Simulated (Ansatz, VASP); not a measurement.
## HgTe: VASP beside Ansatz

```
CELL_PARAMETERS angstrom
0.00000 2.92150 2.86307
2.92150 0.00000 2.86307
2.92150 2.92150 0.00000
ATOMIC_POSITIONS crystal
Hg 0.00000 0.00000 0.00000
Te 0.50000 0.50000 0.50000
```

Change from the starting cell: z stretched by -2 %, ions relaxed.

Alike in both runs: functional PBE; k mesh 14 × 14 × 14; occupations fermi-dirac, width 0.05 eV; no spin polarisation.

Ansatz relaxed the structure, and its values are those at the end. VASP's run is a single point on that final structure, the one shown.

```csv
,VASP,Ansatz
version,VASP 6.6.1,Ansatz 0.2.0
potentials or method,"VASP PAW PBE potentials, release 64 (Hg, Te)","plane-wave PAW, scalar-relativistic"
plane-wave cutoff (eV),520,420
valence electrons in the cell,18,36
```

|  | VASP | Ansatz | Ansatz less VASP |
| --- | --- | --- | --- |
| pressure (GPa) | 12.8 | 12.6 | -0.27 |

The functional is the same, so the differences come from potentials, cutoffs and numerics. VASP's potentials hold 18 valence electrons a cell and Ansatz's 36, so a difference there can come from the potentials and not from the codes. Ansatz's warnings: stress scf threshold loose.

Spin-orbit coupling is off throughout.
